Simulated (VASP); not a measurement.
# SrCo3 in VASP: notebook, part 2 of 3

VASP 6.6.1. Earlier steps stand in the parts before.

## 4. Single point, PBE, collinear spin, ferromagnetic start (16.08 Å³/atom)

This run uses another cell than the first one, of 16.08 Å³/atom.

File INCAR:

```
SYSTEM = SrCo3
PREC     = Accurate       ! precision mode
ENCUT    = 520            ! plane-wave cutoff, eV
EDIFF    = 1E-6           ! SCF threshold, eV
ISMEAR   = 0              ! smearing method
SIGMA    = 0.05           ! smearing width, eV
LREAL    = .FALSE.        ! projectors in reciprocal space
LASPH    = .TRUE.         ! aspherical terms in the spheres
NELM     = 150            ! most SCF steps
ALGO     = Normal         ! electronic algorithm
ISIF     = 2              ! what is computed and relaxed
LWAVE    = .FALSE.        ! write WAVECAR
LCHARG   = .FALSE.        ! write CHGCAR
ISPIN    = 2              ! spin polarisation
MAGMOM   = 0 1.66 1.66 1.66 ! initial moments
LORBIT   = 11             ! projections on sites
LMAXMIX  = 4              ! l up to which the mixer works
GGA      = PE             ! functional
NBANDS   = 30             ! bands
```

File KPOINTS:

```
Automatic mesh
0
G
  8 8 8
  0 0 0
```

File POSCAR:

```
SrCo3
1.0
    4.0068273888      0.0000000000      0.0000000000
    0.0000000000      4.0068273888      0.0000000000
    0.0000000000      0.0000000000      4.0068273888
Sr Co
1 3
Direct
    0.0000000000      0.0000000000      0.0000000000
    0.0000000000      0.5000000000      0.5000000000
    0.5000000000      0.5000000000      0.0000000000
    0.5000000000      0.0000000000      0.5000000000
```

Potentials or basis: VASP PAW PBE potentials, release 64 (Sr_sv, Co).

Command:

```
$ cat potpaw_PBE.64/Sr_sv/POTCAR potpaw_PBE.64/Co/POTCAR > POTCAR
$ mpirun -np 1 vasp_std > vasp.out
```

OUTCAR:

```text
SYSTEM = SrCo3
   PREC = Accurate
   ENCUT = 520
   EDIFF = 1E-6
   ISMEAR = 0
   LREAL = .FALSE.
   LASPH = .TRUE.
   NELM = 150
   ISIF = 2
   ISPIN = 2
   LORBIT = 11
   GGA = PE

 ion  position               nearest neighbor table
   1  0.000  0.000  0.000-   2 2.83   3 2.83   4 2.83   2 2.83   4 2.83   2 2.83   3 2.83   2 2.83
                             3 2.83   4 2.83   4 2.83   3 2.83
   2  0.000  0.500  0.500-   1 2.83   3 2.83   4 2.83   1 2.83   3 2.83   1 2.83   4 2.83   1 2.83
                             3 2.83   4 2.83   3 2.83   4 2.83
   3  0.500  0.500  0.000-   1 2.83   2 2.83   4 2.83   2 2.83   4 2.83   1 2.83   4 2.83   4 2.83
                             1 2.83   2 2.83   2 2.83   1 2.83
   4  0.500  0.000  0.500-   1 2.83   2 2.83   3 2.83   1 2.83   3 2.83   2 2.83   3 2.83   3 2.83
                             1 2.83   2 2.83   1 2.83   2 2.83

  LATTYP: Found a simple cubic cell.
 ALAT       =     4.0068273888

  Lattice vectors:

 A1 = (   4.0068273888,   0.0000000000,   0.0000000000)
 A2 = (   0.0000000000,   4.0068273888,   0.0000000000)
 A3 = (   0.0000000000,   0.0000000000,   4.0068273888)

Analysis of symmetry for initial positions (statically):
=====================================================================
 Subroutine PRICEL returns:
 Original cell was already a primitive cell.

 Routine SETGRP: Setting up the symmetry group for a
 simple cubic supercell.

 Subroutine GETGRP returns: Found 48 space group operations
 (whereof 48 operations were pure point group operations)
 out of a pool of 48 trial point group operations.

The static configuration has the point symmetry O_h .

Analysis of symmetry for dynamics (positions and initial velocities):
=====================================================================
 Subroutine PRICEL returns:
 Original cell was already a primitive cell.

 Routine SETGRP: Setting up the symmetry group for a
 simple cubic supercell.

 Subroutine GETGRP returns: Found 48 space group operations
 (whereof 48 operations were pure point group operations)
 out of a pool of 48 trial point group operations.

The dynamic configuration has the point symmetry O_h .

Analysis of structural, dynamic, and magnetic symmetry:
=====================================================================
 Subroutine PRICEL returns:
 Original cell was already a primitive cell.

 Routine SETGRP: Setting up the symmetry group for a
 simple cubic supercell.

 Subroutine GETGRP returns: Found 48 space group operations
 (whereof 48 operations were pure point group operations)
 out of a pool of 48 trial point group operations.

The overall configuration has the point symmetry O_h .

 Subroutine INISYM returns: Found 48 space group operations
 (whereof 48 operations are pure point group operations),
 and found     1 'primitive' translations

----------------------------------------------------------------------------------------

                                     Primitive cell

  volume of cell :      64.3283

  direct lattice vectors                    reciprocal lattice vectors
     4.006827389  0.000000000  0.000000000     0.249574015  0.000000000  0.000000000
     0.000000000  4.006827389  0.000000000     0.000000000  0.249574015  0.000000000
     0.000000000  0.000000000  4.006827389     0.000000000  0.000000000  0.249574015

  length of vectors
[... 87 lines left out ...]
   LREAL  =      F    real-space projection
   EDIFFG = 0.1E-04   stopping-criterion for IOM
   NSW    =      0    number of steps for IOM
   IBRION =     -1    ionic relax: 0-MD 1-quasi-New 2-CG
   NFREE  =      0    steps in history (QN), initial steepest desc. (CG)
   ISIF   =      2    stress and relaxation
   ISYM   =      2    0-nonsym 1-usesym 2-fastsym
   POTIM  = 0.5000    time-step for ionic-motion
   TEBEG  =    0.0;   TEEND  =   0.0 temperature during run
   PSTRESS=    0.0 pullay stress
   NELECT =      37.0000    total number of electrons
   NUPDOWN=      -1.0000    fix difference up-down
   EMIN   =  10.00;   EMAX   =-10.00  energy-range for DOS
   EFERMI =   0.00;   METHOD = LEGACY
   ISMEAR =     0;   SIGMA  =   0.05  broadening in eV -4-tet -1-fermi 0-gaus
   EFERMI_NEDOS =   21; number of points for ismear=-14 and -15
   IALGO  =     38    algorithm
   IMIX   =      4    mixing-type and parameters
     AMIX     =   0.40;   BMIX     =  1.00
     AMIX_MAG =   1.60;   BMIX_MAG =  1.00
  volume/ion in A,a.u.               =      16.08       108.53
  Fermi-wavevector in a.u.,A,eV,Ry     =   1.361470  2.572805 25.219770  1.853601
  Thomas-Fermi vector in A             =   2.488043
   LORBIT       =     11    0 simple, 1 ext, 2 COOP (PROOUT), +10 PAW based schemes
   GGA     = PE    functional components
   LHFCALC =     F    Hartree Fock is set to
   AEXX    =    0.0000 exact exchange contribution
   IVDW    =     0    specifies the selected vdW correction
   LEPSILON=     F    determine dielectric tensor
   LRPA    =     F    only Hartree local field effects (RPA)
 spin polarized calculation
 Gauss-broadening in eV      SIGMA  =   0.05
  energy-cutoff  :      520.00
  volume of cell :       64.33
 maximum number of plane-waves:      1751
 NGX is ok and might be reduce to    30
   NGX = 15   NGY = 15   NGZ = 15

 number of electron      36.9999990 magnetization       4.1540470

 Free energy of the ion-electron system (eV)
  ---------------------------------------------------
  ext. energy  EPLUGINS =         0.00000000
  ---------------------------------------------------
  free energy    TOTEN  =       -19.24260930 eV

  energy without entropy =      -19.23646660  energy(sigma->0) =      -19.23953795

 E-fermi :   6.2185     XC(G=0): -11.5015

 val. band max:        6.2114852856   @ k =   0.5000   0.5000   0.0000
 cond. band min:       6.2315705568   @ k =   0.5000   0.0000   0.0000
 fundamental gap:      0.0200852713
 Fermi energy:         6.2185059476

 spin component 1

 k-point     1 :       0.0000    0.0000    0.0000
  band No.  band energies     occupation
      1     -27.3471      1.00000
      2      -9.5389      1.00000
      3      -9.5389      1.00000
      4      -9.5389      1.00000
      5       0.0137      1.00000
      6       2.7008      1.00000
[... 781 lines left out ...]
     29      15.9334      0.00000
     30      15.9963      0.00000

 [... further k-points ...]

 spin component 2

 k-point     1 :       0.0000    0.0000    0.0000
  band No.  band energies     occupation
      1     -27.4190      1.00000
      2      -9.6312      1.00000
      3      -9.6312      1.00000
      4      -9.6312      1.00000
      5       0.0259      1.00000
      6       3.6206      1.00000
[... 781 lines left out ...]
     29      16.1302      0.00000
     30      16.2799      0.00000

 [... further k-points ...]

------------------------ aborting loop because EDIFF is reached ----------------------------------------

  FORCE on cell =-STRESS in cart. coord.  units (eV):
  Direction    XX          YY          ZZ          XY          YZ          ZX
  --------------------------------------------------------------------------------------
  -------------------------------------------------------------------------------------
  Total        0.1558602      0.1558602      0.1558602     -0.0000000      0.0000000     -0.0000000
  in kB        3.8818960      3.8818960      3.8818960     -0.0000000      0.0000000     -0.0000000
  external PRESSURE =       3.8818960 kB  Pullay stress =       0.0000000 kB

 VOLUME and BASIS-vectors are now :
 -----------------------------------------------------------------------------
  energy-cutoff  :      520.00
  volume of cell :       64.33
      direct lattice vectors                 reciprocal lattice vectors
     4.006827389  0.000000000  0.000000000     0.249574015  0.000000000  0.000000000
     0.000000000  4.006827389  0.000000000     0.000000000  0.249574015  0.000000000
     0.000000000  0.000000000  4.006827389     0.000000000  0.000000000  0.249574015

 POSITION                                       TOTAL-FORCE (eV/Angst)
 -----------------------------------------------------------------------------------
      0.00000      0.00000      0.00000         0.000000      0.000000      0.000000
      0.00000      2.00341      2.00341         0.000000      0.000000      0.000000
      2.00341      2.00341      0.00000         0.000000      0.000000      0.000000
      2.00341      0.00000      2.00341         0.000000      0.000000      0.000000
 -----------------------------------------------------------------------------------
    total drift:                                0.000000      0.000000     -0.000000

  FREE ENERGIE OF THE ION-ELECTRON SYSTEM (eV)
  ---------------------------------------------------
  free  energy   TOTEN  =       -19.2426093023 eV

  energy  without entropy=      -19.2364666014  energy(sigma->0) =      -19.23953795

 total charge

# of ion       s       p       d       tot
------------------------------------------
    1        2.075   5.767   0.487   8.329
    2        0.426   0.257   7.287   7.971
    3        0.426   0.257   7.287   7.971
    4        0.426   0.257   7.287   7.971
--------------------------------------------------
tot          3.354   6.540  22.348  32.242

 magnetization (x)

# of ion       s       p       d       tot
------------------------------------------
    1       -0.005  -0.024  -0.084  -0.114
    2       -0.010  -0.018   1.524   1.495
    3       -0.010  -0.018   1.524   1.495
    4       -0.010  -0.018   1.524   1.495
--------------------------------------------------
tot         -0.036  -0.079   4.488   4.373
```

Run time: 57 s. Hardware: 1 thread of Intel Xeon 6975P-C (Granite Rapids), shared host; peak memory 0.24 GiB.

Results:

```
Free energy                                           : -19.2426 eV
Pressure                                              : 0.4 GPa
Net moment                                            : 4.15 μB per cell
Site moments                                          : Sr -0.11; Co +1.50 μB
Valence electrons inside the program's atomic spheres : Sr 8.33; Co 7.97
```

Levels at points of the mesh, in eV from the Fermi level:
Spin up:
```
           k point  band 17  band 18  band 19  band 20  band 21  band 22  band 23  band 24
(0.00, 0.00, 0.00)    -0.92    -0.65    -0.65    -0.65     3.06     3.06     3.27     3.27
(0.50, 0.00, 0.00)    -1.59    -1.29    -1.08    -1.08    -0.65     2.63     2.63     2.95
(0.50, 0.50, 0.00)    -1.68    -1.45    -1.25    -0.97    -0.27     1.07     1.07     3.90
(0.50, 0.50, 0.50)    -0.82    -0.82    -0.82    -0.37     1.62     1.62     1.62     2.44
```
Spin down:
```csv
k point,band 14,band 15,band 16,band 17,band 18,band 19,band 20,band 21
"(0.00, 0.00, 0.00)",-0.41,0.61,0.61,0.79,0.79,0.79,1.06,3.26
"(0.50, 0.00, 0.00)",-0.87,-0.04,-0.04,0.01,0.11,0.27,0.72,0.79
"(0.50, 0.50, 0.00)",-0.58,-0.42,-0.16,-0.01,0.12,0.13,0.14,0.14
"(0.50, 0.50, 0.50)",-0.20,-0.14,-0.14,-0.14,0.85,0.85,0.85,2.31
```

(Continued in part 3 of 3.)
